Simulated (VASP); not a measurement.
The system is Ge.

```xyz
2
Lattice="0.0000 2.7712 2.7712 2.7712 0.0000 2.7712 2.7712 2.7712 0.0000" Properties=species:S:1:pos:R:3 pbc="T T T"
Ge    4.1567    4.1567    4.1567
Ge    2.7712    2.7712    2.7712
```

Base run:

```yaml
Program: VASP 6.6.1
Functional: RPBE
Potentials_or_basis: VASP PAW PBE potentials, release 64 (Ge_d)
Cutoff: 520 eV
k_mesh: 8 × 8 × 8
Occupations: fermi-dirac, width 0.05 eV
Spin: no spin polarisation
```

Its results: band gap on the k mesh 0.46 eV (least direct gap 0.73 eV); pressure 10.9 GPa.

Task: The run is repeated on the same cell with these changes: functional from RPBE to BLYP; dispersion from none to D4. What comes out?

Result: Band gap on the k mesh 0.36 eV (least direct gap 0.40 eV); pressure 8.2 GPa.

Several settings changed at once.

Caveats: the cell stands under pressure; the PAW data sets were made with another functional, which shifts forces and pressure a little.

A k mesh can miss the band edges.
